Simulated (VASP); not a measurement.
# Fe (P6_3/mmc) in VASP: a series of runs, part 2 of 2

VASP 6.6.1. The steps go on from the part before.

### Step 3. Single point, PBEsol (strain +0.0400 x Voigt [0, 0, 1, 0, 0, 0])

INCAR

```
PREC     = Accurate       # precision mode
ENCUT    = 520            # plane-wave cutoff, eV
EDIFF    = 1E-6           # SCF threshold, eV
ISMEAR   = 0              # smearing method
SIGMA    = 0.15           # smearing width, eV
LREAL    = False          # projectors in reciprocal space
LASPH    = True           # aspherical terms in the spheres
NELM     = 60             # most SCF steps
ALGO     = Normal         # electronic algorithm
ISIF     = 2              # what is computed and relaxed
LWAVE    = False          # write WAVECAR
LCHARG   = False          # write CHGCAR
GGA      = PS             # functional
NBANDS   = 15             # bands
```

KPOINTS

```
Automatic mesh
0
Gamma
  24 24 12
```

POSCAR

```
Fe
1.0
    2.4341575853      0.0000000000      0.0000000000
   -1.2170787927      2.1080423057      0.0000000000
    0.0000000000      0.0000000000      3.9956118488
Fe
2
Direct
    0.3333333333      0.6666666667      0.2500000000
    0.6666666667      0.3333333333      0.7500000000
```

Potentials or basis: VASP PAW PBE potentials, release 64 (Fe).

Command:

```sh
$ cat potpaw_PBE.64/Fe/POTCAR > POTCAR
$ mpirun -np 1 vasp_std > vasp.out
```

OUTCAR:

```text
PREC = Accurate
   ENCUT = 520
   EDIFF = 1E-6
   ISMEAR = 0
   LREAL = False
   LASPH = True
   NELM = 60
   ISIF = 2
   GGA = PS

 ion  position               nearest neighbor table
   1  0.333  0.667  0.250-   2 2.44   2 2.44   2 2.44   2 2.44   2 2.44   2 2.44
   2  0.667  0.333  0.750-   1 2.44   1 2.44   1 2.44   1 2.44   1 2.44   1 2.44

  LATTYP: Found a hexagonal cell.
 ALAT       =     2.4341575853
 C/A-ratio  =     1.6414762433

  Lattice vectors:

 A1 = (   2.4341575853,   0.0000000000,   0.0000000000)
 A2 = (  -1.2170787927,   2.1080423057,   0.0000000000)
 A3 = (   0.0000000000,   0.0000000000,   3.9956118488)

Analysis of symmetry for initial positions (statically):
=====================================================================
 Subroutine PRICEL returns:
 Original cell was already a primitive cell.

 Routine SETGRP: Setting up the symmetry group for a
 hexagonal supercell.

 Subroutine GETGRP returns: Found 24 space group operations
 (whereof 12 operations were pure point group operations)
 out of a pool of 24 trial point group operations.

The static configuration has the point symmetry D_3d.
 The point group associated with its full space group is D_6h.

Analysis of symmetry for dynamics (positions and initial velocities):
=====================================================================
 Subroutine PRICEL returns:
 Original cell was already a primitive cell.

 Routine SETGRP: Setting up the symmetry group for a
 hexagonal supercell.

 Subroutine GETGRP returns: Found 24 space group operations
 (whereof 12 operations were pure point group operations)
 out of a pool of 24 trial point group operations.

The dynamic configuration has the point symmetry D_3d.
 The point group associated with its full space group is D_6h.

 Subroutine INISYM returns: Found 24 space group operations
 (whereof 12 operations are pure point group operations),
 and found     1 'primitive' translations

----------------------------------------------------------------------------------------

                                     Primitive cell

  volume of cell :      20.5027

  direct lattice vectors                    reciprocal lattice vectors
     2.434157585  0.000000000  0.000000000     0.410819746  0.237186891  0.000000000
    -1.217078793  2.108042306  0.000000000     0.000000000  0.474373781  0.000000000
     0.000000000  0.000000000  3.995611849     0.000000000  0.000000000  0.250274561

  length of vectors
     2.434157585  2.434157585  3.995611849     0.474373781  0.474373781  0.250274561

  position of ions in fractional coordinates (direct lattice)
     0.333333333  0.666666667  0.250000000
     0.666666667  0.333333333  0.750000000

  ion indices of the primitive-cell ions
   primitive index   ion index
                 1           1
                 2           2

----------------------------------------------------------------------------------------

 KPOINTS: Automatic mesh

Automatic generation of k-mesh.
 Grid dimensions read from file:
 generate k-points for:   24   24   12

 Generating k-lattice:

  Cartesian coordinates                     Fractional coordinates (reciprocal lattice)
     0.017117489  0.009882787  0.000000000     0.041666667 -0.000000000  0.000000000
     0.000000000  0.019765574  0.000000000     0.000000000  0.041666667  0.000000000
     0.000000000  0.000000000  0.020856213     0.000000000  0.000000000  0.083333333

  Length of vectors
     0.019765574  0.019765574  0.020856213

  Shift w.r.t. Gamma in fractional coordinates (k-lattice)
     0.000000000  0.000000000  0.000000000

 Subroutine IBZKPT returns following result:
 ===========================================

 Found    427 irreducible k-points:

 Following reciprocal coordinates:
            Coordinates               Weight
  0.000000  0.000000  0.000000      1.000000
  0.041667 -0.000000  0.000000      6.000000
  0.083333 -0.000000  0.000000      6.000000
  0.125000  0.000000  0.000000      6.000000
  0.166667  0.000000  0.000000      6.000000
  0.208333  0.000000  0.000000      6.000000
[... 16 lines left out ...]
  0.416667  0.041667  0.000000     12.000000
  0.458333  0.041667  0.000000     12.000000
 [... further k-points ...]
   k-points           NKPTS =    427   k-points in BZ     NKDIM =    427   number of bands    NBANDS=     15
   number of dos      NEDOS =    301   number of ions     NIONS =      2
   total plane-waves  NPLWV =   9720
   dimension x,y,z NGX =    18 NGY =   18 NGZ =   30
   dimension x,y,z NGXF=    36 NGYF=   36 NGZF=   60
   ions per type =               2
   NGX,Y,Z   is equivalent  to a cutoff of  12.29, 12.29, 12.48 a.u.
   NGXF,Y,Z  is equivalent  to a cutoff of  24.59, 24.59, 24.96 a.u.
 SYSTEM =  unknown system
   PREC   = accura    normal or accurate (medium, high low for compatibility)
   ISTART =      0    job   : 0-new  1-cont  2-samecut
   ICHARG =      2    charge: 1-file 2-atom 10-const
   ISPIN  =      1    spin polarized calculation?
   LNONCOLLINEAR =      F non collinear calculations
   LSORBIT =      F    spin-orbit coupling
   LASPH  =      T    aspherical Exc in radial PAW
   ENCUT  =  520.0 eV  38.22 Ry    6.18 a.u.   4.53  4.53  7.43*2*pi/ulx,y,z
   NELM   =     60;   NELMIN=  2; NELMDL= -5     # of ELM steps
   EDIFF  = 0.1E-05   stopping-criterion for ELM
   LREAL  =      F    real-space projection
   EDIFFG = 0.1E-04   stopping-criterion for IOM
   NSW    =      0    number of steps for IOM
   IBRION =     -1    ionic relax: 0-MD 1-quasi-New 2-CG
   NFREE  =      0    steps in history (QN), initial steepest desc. (CG)
   ISIF   =      2    stress and relaxation
   ISYM   =      2    0-nonsym 1-usesym 2-fastsym
   POTIM  = 0.5000    time-step for ionic-motion
   TEBEG  =    0.0;   TEEND  =   0.0 temperature during run
   PSTRESS=    0.0 pullay stress
   NELECT =      16.0000    total number of electrons
   NUPDOWN=      -1.0000    fix difference up-down
   EMIN   =  10.00;   EMAX   =-10.00  energy-range for DOS
   EFERMI =   0.00;   METHOD = LEGACY
   ISMEAR =     0;   SIGMA  =   0.15  broadening in eV -4-tet -1-fermi 0-gaus
   EFERMI_NEDOS =   21; number of points for ismear=-14 and -15
   IALGO  =     38    algorithm
   IMIX   =      4    mixing-type and parameters
     AMIX     =   0.40;   BMIX     =  1.00
     AMIX_MAG =   1.60;   BMIX_MAG =  1.00
  volume/ion in A,a.u.               =      10.25        69.18
  Fermi-wavevector in a.u.,A,eV,Ry     =   1.507224  2.848240 30.908673  2.271723
  Thomas-Fermi vector in A             =   2.617838
   LORBIT       =      0    0 simple, 1 ext, 2 COOP (PROOUT), +10 PAW based schemes
   GGA     = PS    functional components
   LHFCALC =     F    Hartree Fock is set to
   AEXX    =    0.0000 exact exchange contribution
   IVDW    =     0    specifies the selected vdW correction
   LEPSILON=     F    determine dielectric tensor
   LRPA    =     F    only Hartree local field effects (RPA)
 non-spin polarized calculation
 Gauss-broadening in eV      SIGMA  =   0.15
  energy-cutoff  :      520.00
  volume of cell :       20.50
 maximum number of plane-waves:       570
   NGX =  9   NGY =  9   NGZ = 15

 number of electron      16.0000017 magnetization

 Free energy of the ion-electron system (eV)
  ---------------------------------------------------
  ext. energy  EPLUGINS =         0.00000000
  ---------------------------------------------------
  free energy    TOTEN  =       -17.81916994 eV

  energy without entropy =      -17.78930971  energy(sigma->0) =      -17.80423982

 E-fermi :   6.6699     XC(G=0): -13.9181

 val. band max:        6.6615174101   @ k =   0.1250   0.1250   0.3333
 cond. band min:       6.6711625779   @ k =   0.2083   0.0833   0.2500
 fundamental gap:      0.0096451679
 Fermi energy:         6.6698679445

 k-point     1 :       0.0000    0.0000    0.0000
  band No.  band energies     occupation
      1      -2.2501      2.00000
      2       1.7327      2.00000
      3       4.9163      2.00000
      4       5.0549      2.00000
      5       5.0549      2.00000
      6       5.4592      2.00000
      7       5.4592      2.00000
      8       6.0123      2.00000
      9       6.0123      2.00000
     10       6.7161      0.66307
     11       7.3789      0.00000
     12       7.3789      0.00000
     13      14.8216      0.00000
     14      29.0214      0.00000
[... 401 lines left out ...]
      2       2.2995      2.00000
      3       2.5249      2.00000
      4       4.7017      2.00000
      5       4.9029      2.00000
      6       5.0139      2.00000
      7       5.4732      2.00000
      8       7.5978      0.00000
      9       7.6417      0.00000
     10       7.7349      0.00000
     11       9.3436      0.00000
     12      11.7694      0.00000
     13      17.5148      0.00000
     14      18.3665      0.00000
     15      20.8603      0.00000

 [... further k-points ...]
[... 5 lines left out ...]
  --------------------------------------------------------------------------------------
  -------------------------------------------------------------------------------------
  Total       -0.9448018     -0.9448018     -3.0525518      0.0000000      0.0000000      0.0000000
  in kB      -73.8312101    -73.8312101   -238.5406045      0.0000000      0.0000000      0.0000000
  external PRESSURE =    -128.7343416 kB  Pullay stress =       0.0000000 kB

 VOLUME and BASIS-vectors are now :
 -----------------------------------------------------------------------------
  energy-cutoff  :      520.00
  volume of cell :       20.50
      direct lattice vectors                 reciprocal lattice vectors
     2.434157585  0.000000000  0.000000000     0.410819746  0.237186891  0.000000000
    -1.217078793  2.108042306  0.000000000     0.000000000  0.474373781  0.000000000
     0.000000000  0.000000000  3.995611849     0.000000000  0.000000000  0.250274561

 POSITION                                       TOTAL-FORCE (eV/Angst)
 -----------------------------------------------------------------------------------
     -0.00000      1.40536      0.99890        -0.000000     -0.000000      0.000000
      1.21708      0.70268      2.99671         0.000000      0.000000      0.000000
 -----------------------------------------------------------------------------------
    total drift:                               -0.000000      0.000000     -0.000000

  FREE ENERGIE OF THE ION-ELECTRON SYSTEM (eV)
  ---------------------------------------------------
  free  energy   TOTEN  =       -17.8191699410 eV

  energy  without entropy=      -17.7893097066  energy(sigma->0) =      -17.80423982
```

It took 62 s on 1 thread of Intel Xeon Platinum 8488C (Sapphire Rapids), shared host; peak memory 0.22 GiB.

Results:

- Free energy: -17.8192 eV
- Pressure: -12.9 GPa
- Band gap on the k mesh: zero (bands 8 and 9 overlap by 1.82 eV)

Caveat: the cell differs from its parent crystal (strain +0.0400 x Voigt [0, 0, 1, 0, 0, 0]); the cell stands under tension; the PAW data sets were made with another functional, which shifts forces and pressure a little; the run has no spin polarisation, though such a crystal can be magnetic. Spin polarisation is off, so any magnetic state and its effect on volume and gap are missing.
